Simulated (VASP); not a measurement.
# TePb (Fm-3m) in VASP: notebook

The runs below take TePb through relaxation of cell and atoms, with r2SCAN.

Program: VASP 6.6.1. These are calculated values, not measurements. Logs are shortened: lines on timing, memory, paths and dates and some standing lists are left out, and cuts for length are marked.

## Step 1: The cell of the first run

The structure is cubic, space group Fm-3m (No. 225). The conventional cell has a = 6.536 Å, b = 6.536 Å, c = 6.536 Å, α = 90.00°, β = 90.00°, γ = 90.00°. Within 4.3 Å of Te (site symmetry m-3m) lie 6 Pb at 3.27 Å. Within 4.3 Å of Pb (site symmetry m-3m) lie 6 Te at 3.27 Å.

## Step 2: Relaxation of cell and atoms, r2SCAN, target pressure 2 GPa, at which the enthalpy is minimised

Input file POSCAR:

```
TePb
1.0
    0.0000000000      3.2678424844      3.2678424844
    3.2678424844      0.0000000000      3.2678424844
    3.2678424844      3.2678424844      0.0000000000
Te Pb
1 1
Direct
    0.5000000000      0.5000000000      0.5000000000
    0.0000000000      0.0000000000      0.0000000000
```

Input file INCAR.step1:

```
  PREC = Accurate
  ENCUT = 600
  ISMEAR = 0
  SIGMA = 0.01
  LREAL = F
  LASPH = T
  NELM = 80
  GGA = PE
  ALGO = Normal
  EDIFF = 1E-4
  LWAVE = T
  LCHARG = F
```

Input file INCAR.step2:

```
  PREC = Accurate
  ENCUT = 600
  EDIFF = 1E-6
  ISMEAR = 0
  SIGMA = 0.01
  LREAL = F
  LASPH = T
  NELM = 80
  ALGO = Normal
  ISIF = 3
  LWAVE = F
  LCHARG = F
  METAGGA = R2SCAN
  LMIXTAU = T
  IBRION = 2
  NSW = 100
  EDIFFG = -0.002
  PSTRESS = 20.0
  ISTART = 1
```

Input file KPOINTS:

```
regular mesh
0
Gamma
  6 6 6
```

Potentials or basis: VASP PAW PBE potentials, release 64 (Te, Pb_d).

Run with:

```console
$ cat potpaw_PBE.64/Te/POTCAR potpaw_PBE.64/Pb_d/POTCAR > POTCAR
$ cp INCAR.step1 INCAR
$ mpirun -np 1 vasp_std > vasp.out
$ cp INCAR.step2 INCAR
$ mpirun -np 1 vasp_std > vasp.out
```

OUTCAR:

```text
PREC = Accurate
   ENCUT = 600
   EDIFF = 1E-6
   ISMEAR = 0
   LREAL = F
   LASPH = T
   NELM = 80
   ISIF = 3
   METAGGA = R2SCAN
   IBRION = 2
   NSW = 100
   EDIFFG = -0.002
   PSTRESS = 20.0
   ISTART = 1

 ion  position               nearest neighbor table
   1  0.500  0.500  0.500-   2 3.27   2 3.27   2 3.27   2 3.27   2 3.27   2 3.27
   2  0.000  0.000  0.000-   1 3.27   1 3.27   1 3.27   1 3.27   1 3.27   1 3.27

  LATTYP: Found a face centered cubic cell.
 ALAT       =     6.5356849688

  Lattice vectors:

 A1 = (   0.0000000000,   3.2678424844,   3.2678424844)
 A2 = (   3.2678424844,   0.0000000000,   3.2678424844)
 A3 = (   3.2678424844,   3.2678424844,   0.0000000000)

Analysis of symmetry for initial positions (statically):
=====================================================================
 Subroutine PRICEL returns:
 Original cell was already a primitive cell.

 Routine SETGRP: Setting up the symmetry group for a
 face centered cubic supercell.

 Subroutine GETGRP returns: Found 48 space group operations
 (whereof 48 operations were pure point group operations)
 out of a pool of 48 trial point group operations.

The static configuration has the point symmetry O_h .

Analysis of symmetry for dynamics (positions and initial velocities):
=====================================================================
 Subroutine PRICEL returns:
 Original cell was already a primitive cell.

 Routine SETGRP: Setting up the symmetry group for a
 face centered cubic supercell.

 Subroutine GETGRP returns: Found 48 space group operations
 (whereof 48 operations were pure point group operations)
 out of a pool of 48 trial point group operations.

The dynamic configuration has the point symmetry O_h .

 Subroutine INISYM returns: Found 48 space group operations
 (whereof 48 operations are pure point group operations),
 and found     1 'primitive' translations

----------------------------------------------------------------------------------------

                                     Primitive cell

  volume of cell :      69.7932

  direct lattice vectors                    reciprocal lattice vectors
     0.000000000  3.267842484  3.267842484    -0.153006151  0.153006151  0.153006151
     3.267842484  0.000000000  3.267842484     0.153006151 -0.153006151  0.153006151
[... 67 lines left out ...]
   PREC   = accura    normal or accurate (medium, high low for compatibility)
   ISTART =      1    job   : 0-new  1-cont  2-samecut
   ICHARG =      0    charge: 1-file 2-atom 10-const
   ISPIN  =      1    spin polarized calculation?
   LNONCOLLINEAR =      F non collinear calculations
   LSORBIT =      F    spin-orbit coupling
   LASPH  =      T    aspherical Exc in radial PAW
   ENCUT  =  600.0 eV  44.10 Ry    6.64 a.u.   9.23  9.23  9.23*2*pi/ulx,y,z
   NELM   =     80;   NELMIN=  2; NELMDL=  0     # of ELM steps
   EDIFF  = 0.1E-05   stopping-criterion for ELM
   LREAL  =      F    real-space projection
   EDIFFG = -.2E-02   stopping-criterion for IOM
   NSW    =    100    number of steps for IOM
   IBRION =      2    ionic relax: 0-MD 1-quasi-New 2-CG
   NFREE  =      1    steps in history (QN), initial steepest desc. (CG)
   ISIF   =      3    stress and relaxation
   ISYM   =      2    0-nonsym 1-usesym 2-fastsym
   POTIM  = 0.5000    time-step for ionic-motion
   TEBEG  =    0.0;   TEEND  =   0.0 temperature during run
   PSTRESS=   20.0 pullay stress
   NELECT =      20.0000    total number of electrons
   NUPDOWN=      -1.0000    fix difference up-down
   EMIN   =  10.00;   EMAX   =-10.00  energy-range for DOS
   EFERMI =   0.00;   METHOD = LEGACY
   ISMEAR =     0;   SIGMA  =   0.01  broadening in eV -4-tet -1-fermi 0-gaus
   EFERMI_NEDOS =   21; number of points for ismear=-14 and -15
   IALGO  =     38    algorithm
   IMIX   =      4    mixing-type and parameters
     AMIX     =   0.40;   BMIX     =  1.00
     AMIX_MAG =   1.60;   BMIX_MAG =  1.00
  volume/ion in A,a.u.               =      34.90       235.49
  Fermi-wavevector in a.u.,A,eV,Ry     =   1.079312  2.039604 15.849626  1.164915
  Thomas-Fermi vector in A             =   2.215274
   LORBIT       =      0    0 simple, 1 ext, 2 COOP (PROOUT), +10 PAW based schemes
   METAGGA = R2SCAN    functional components
   LHFCALC =     F    Hartree Fock is set to
   AEXX    =    0.0000 exact exchange contribution
   IVDW    =     0    specifies the selected vdW correction
   LEPSILON=     F    determine dielectric tensor
   LRPA    =     F    only Hartree local field effects (RPA)
 conjugate gradient relaxation of ions
 non-spin polarized calculation
 Gauss-broadening in eV      SIGMA  =   0.01
  energy-cutoff  :      600.00
  volume of cell :       69.79
 maximum number of plane-waves:      2357
 NGX is ok and might be reduce to    40
   NGX = 19   NGY = 19   NGZ = 19

--------------------------------------- Ionic step        1  -------------------------------------------

 number of electron      20.0000001 magnetization

 Free energy of the ion-electron system (eV)
  ---------------------------------------------------
  ext. energy  EPLUGINS =         0.00000000
  ---------------------------------------------------
  free energy    TOTEN  =       -82.70693427 eV

  energy without entropy =      -82.70693427  energy(sigma->0) =      -82.70693427

------------------------ aborting loop because EDIFF is reached ----------------------------------------

  FORCE on cell =-STRESS in cart. coord.  units (eV):
  Direction    XX          YY          ZZ          XY          YZ          ZX
  --------------------------------------------------------------------------------------
  -------------------------------------------------------------------------------------
  Total        0.0046783      0.0046783      0.0046783      0.0000000      0.0000000      0.0000000
  in kB        0.1073944      0.1073944      0.1073944      0.0000000      0.0000000      0.0000000
  external PRESSURE =     -19.8926056 kB  Pullay stress =      20.0000000 kB
[... 63 lines left out ...]
--------------------------------------- Ionic step        3  -------------------------------------------

 number of electron      19.9999998 magnetization

 Free energy of the ion-electron system (eV)
  ---------------------------------------------------
  ext. energy  EPLUGINS =         0.00000000
  ---------------------------------------------------
  free energy    TOTEN  =       -82.68939906 eV

  energy without entropy =      -82.68939906  energy(sigma->0) =      -82.68939906

 E-fermi :   5.6871     XC(G=0):  -9.8574

 val. band max:        5.6348765741   @ k =   0.5000   0.0000   0.0000
 cond. band min:       6.6365198261   @ k =   0.5000   0.0000   0.0000
 fundamental gap:      1.0016432520
 Fermi energy:         5.6870799825

 k-point     1 :       0.0000    0.0000    0.0000
  band No.  band energies     occupation
      1     -11.7649      2.00000
      2     -11.7649      2.00000
      3     -11.7519      2.00000
      4     -11.7519      2.00000
      5     -11.7519      2.00000
      6      -6.9679      2.00000
      7       0.0177      2.00000
      8       4.0932      2.00000
      9       4.0932      2.00000
     10       4.0932      2.00000
     11       9.9854      0.00000
     12       9.9854      0.00000
     13       9.9854      0.00000
     14      11.7847      0.00000
[... 286 lines left out ...]
  energy  without entropy=      -82.6893990565  energy(sigma->0) =      -82.68939906

  enthalpy is  TOTEN    =       -81.8544530773 eV   P V=        0.8349459791

 reached required accuracy - stopping structural energy minimisation
```

It took 5.4 min on 1 thread of Intel Xeon 8259CL, shared host; peak memory 0.27 GiB.

What came out:

```
Free energy                                                : -82.6894 eV
Relaxed volume                                             : 33.44 Å³/atom
Relaxed cell                                               : a = 4.556 Å, b = 4.556 Å, c = 4.556 Å, α = 60.00°, β = 60.00°, γ = 60.00°
Space group after relaxing (to 0.1 Å)                      : Fm-3m (No. 225)
Energy change on relaxing (the run minimises the enthalpy) : +8.8 meV/atom
Ionic steps                                                : 3
Pressure after relaxing                                    : 2.0 GPa
Band gap on the k mesh                                     : 1.00 eV
```

Step by step:
| step | energy change (eV) | largest force (eV/Å) | pressure (GPa) | volume (Å³) |
| --- | --- | --- | --- | --- |
| 1 | 0.0000 | 0.0000 | 0.01 | 69.79 |
| 2 | 0.0395 | 0.0000 | 3.14 | 65.51 |
| 3 | 0.0175 | 0.0000 | 2.00 | 66.89 |

Final structure:
```
CELL_PARAMETERS angstrom
0.00000 3.22183 3.22183
3.22183 0.00000 3.22183
3.22183 3.22183 0.00000
ATOMIC_POSITIONS crystal
Te 0.50000 0.50000 0.50000
Pb 0.00000 0.00000 0.00000
```

Caveat: the cell is relaxed towards a set pressure, so the run minimises the enthalpy, not the energy; the PAW data sets were made with another functional, which shifts forces and pressure a little; spin-orbit coupling is left out, which moves the levels of the heavy elements. A k mesh can miss the band edges.

## Step 3: Relaxation of cell and atoms, r2SCAN, target pressure 4 GPa, at which the enthalpy is minimised

POSCAR is that of step 2.

Input file INCAR.step1:

```
SYSTEM = TePb
PREC = Accurate ; ENCUT = 600
ISMEAR = 0 ; SIGMA = 0.01
LREAL = .False. ; LASPH = .True.
NELM = 80 ; GGA = PE
ALGO = Normal ; EDIFF = 1E-4
LWAVE = .True. ; LCHARG = .False.
```

Input file INCAR.step2:

```
SYSTEM = TePb
PREC = Accurate ; ENCUT = 600
EDIFF = 1E-7 ; ISMEAR = 0
SIGMA = 0.01 ; LREAL = .False.
LASPH = .True. ; NELM = 80
ALGO = Normal ; ISIF = 3
LWAVE = .False. ; LCHARG = .False.
METAGGA = R2SCAN ; LMIXTAU = .True.
IBRION = 2 ; NSW = 100
EDIFFG = -0.002 ; PSTRESS = 40.0
ISTART = 1
```

Input file KPOINTS:

```
regular mesh
0
Gamma
  6 6 6
  0 0 0
```

Potentials or basis: VASP PAW PBE potentials, release 64 (Te, Pb_d).

Run with:

```console
$ cat potpaw_PBE.64/Te/POTCAR potpaw_PBE.64/Pb_d/POTCAR > POTCAR
$ cp INCAR.step1 INCAR
$ mpirun -np 1 vasp_std > vasp.out
$ cp INCAR.step2 INCAR
$ mpirun -np 1 vasp_std > vasp.out
```

Wall time 11 min (1 thread of Intel Xeon 8259CL, shared host); peak memory 0.28 GiB.

Results (log left out):

| Quantity | Value |
| --- | --- |
| Free energy | -82.6454 eV |
| Relaxed volume | 32.26 Å³/atom |
| Relaxed cell | a = 4.502 Å, b = 4.502 Å, c = 4.502 Å, α = 60.00°, β = 60.00°, γ = 60.00° |
| Space group after relaxing (to 0.1 Å) | Fm-3m (No. 225) |
| Energy change on relaxing (the run minimises the enthalpy) | +30.8 meV/atom |
| Ionic steps | 6 |
| Pressure after relaxing | 4.0 GPa |
| Band gap on the k mesh | 0.91 eV |

The path:
```csv
step,energy change (eV),largest force (eV/Å),pressure (GPa),volume (Å³)
1,0.0000,0.0000,0.01,69.79
2,0.1705,0.0000,7.30,61.38
3,0.0610,0.0000,3.99,64.53
4,0.0636,0.0000,4.08,64.43
5,0.0601,0.0000,3.95,64.57
6,0.0615,0.0000,4.01,64.51
```

Final structure:
```
Te Pb
1.0
     0.00000    3.18327    3.18327
     3.18327    0.00000    3.18327
     3.18327    3.18327    0.00000
Te Pb
1 1
Direct
  0.50000 0.50000 0.50000
  0.00000 0.00000 0.00000
```

Levels at points of the mesh, in eV from the valence-band top:
```tsv
k point	band 7	band 8	band 9	band 10	band 11	band 12	band 13	band 14
(0.00, 0.00, 0.00)	-5.53	-1.71	-1.71	-1.71	4.37	4.37	4.37	6.04
(0.50, 0.00, 0.00)	-9.19	-1.20	-1.20	0.00	0.91	1.26	1.26	8.99
(0.50, 0.50, 0.00)	-7.61	-5.10	-3.28	-3.28	3.35	5.97	5.97	7.43
```

Caveat: the cell is relaxed towards a set pressure, so the run minimises the enthalpy, not the energy; the PAW data sets were made with another functional, which shifts forces and pressure a little; spin-orbit coupling is left out, which moves the levels of the heavy elements. A k mesh can miss the band edges.

## Step 4: Relaxation of cell and atoms, r2SCAN, target pressure 7 GPa, at which the enthalpy is minimised

POSCAR is that of step 3.

Input file INCAR.step1:

```
  PREC = Accurate
  ENCUT = 600
  ISMEAR = 0
  SIGMA = 0.01
  LREAL = False
  LASPH = True
  NELM = 80
  GGA = PE
  ALGO = Normal
  EDIFF = 1E-4
  LWAVE = True
  LCHARG = False
```

Input file INCAR.step2:

```
  PREC = Accurate
  ENCUT = 600
  EDIFF = 1E-6
  ISMEAR = 0
  SIGMA = 0.01
  LREAL = False
  LASPH = True
  NELM = 80
  ALGO = Normal
  ISIF = 3
  LWAVE = False
  LCHARG = False
  METAGGA = R2SCAN
  LMIXTAU = True
  IBRION = 2
  NSW = 100
  EDIFFG = -0.002
  PSTRESS = 70.0
  ISTART = 1
```

Input file KPOINTS:

```
Automatic mesh
0
Gamma
  6 6 6
```

Run with:

```console
$ cat potpaw_PBE.64/Te/POTCAR potpaw_PBE.64/Pb_d/POTCAR > POTCAR
$ cp INCAR.step1 INCAR
$ mpirun -np 1 vasp_std > vasp.out
$ cp INCAR.step2 INCAR
$ mpirun -np 1 vasp_std > vasp.out
```

Run time: 16 min. Hardware: 1 thread of Intel Xeon 8259CL, shared host; peak memory 0.28 GiB.

It converged, with:

```
Free energy                                                : -82.5491 eV
Relaxed volume                                             : 30.83 Å³/atom
Relaxed cell                                               : a = 4.435 Å, b = 4.435 Å, c = 4.435 Å, α = 60.00°, β = 60.00°, γ = 60.00°
Space group after relaxing (to 0.1 Å)                      : Fm-3m (No. 225)
Energy change on relaxing (the run minimises the enthalpy) : +78.9 meV/atom
Ionic steps                                                : 5
Pressure after relaxing                                    : 7.0 GPa
Band gap on the k mesh                                     : 0.79 eV
```

Step by step:
```csv
step,energy change (eV),largest force (eV/Å),pressure (GPa),volume (Å³)
1,0.0000,0.0000,0.01,69.79
2,0.5888,0.0000,16.29,55.52
3,0.1542,0.0000,6.87,61.75
4,0.1609,0.0000,7.04,61.60
5,0.1579,0.0000,7.01,61.67
```

Final structure:
```
Te Pb
1.0
     0.00000    3.13576    3.13576
     3.13576    0.00000    3.13576
     3.13576    3.13576    0.00000
Te Pb
1 1
Direct
  0.50000 0.50000 0.50000
  0.00000 0.00000 0.00000
```

Levels at points of the mesh, in eV from the valence-band top:
```csv
k point,band 6,band 7,band 8,band 9,band 10,band 11,band 12,band 13,band 14
"(0.00, 0.00, 0.00)",-13.41,-5.42,-1.94,-1.94,-1.94,4.38,4.38,4.38,5.89
"(0.50, 0.00, 0.00)",-11.64,-9.51,-1.38,-1.38,0.00,0.79,1.09,1.09,9.02
"(0.50, 0.50, 0.00)",-11.25,-7.72,-5.53,-3.61,-3.61,3.11,6.11,6.11,7.69
```

Caveat: the cell is relaxed towards a set pressure, so the run minimises the enthalpy, not the energy; the PAW data sets were made with another functional, which shifts forces and pressure a little; spin-orbit coupling is left out, which moves the levels of the heavy elements.

[end of part 1 of 2]
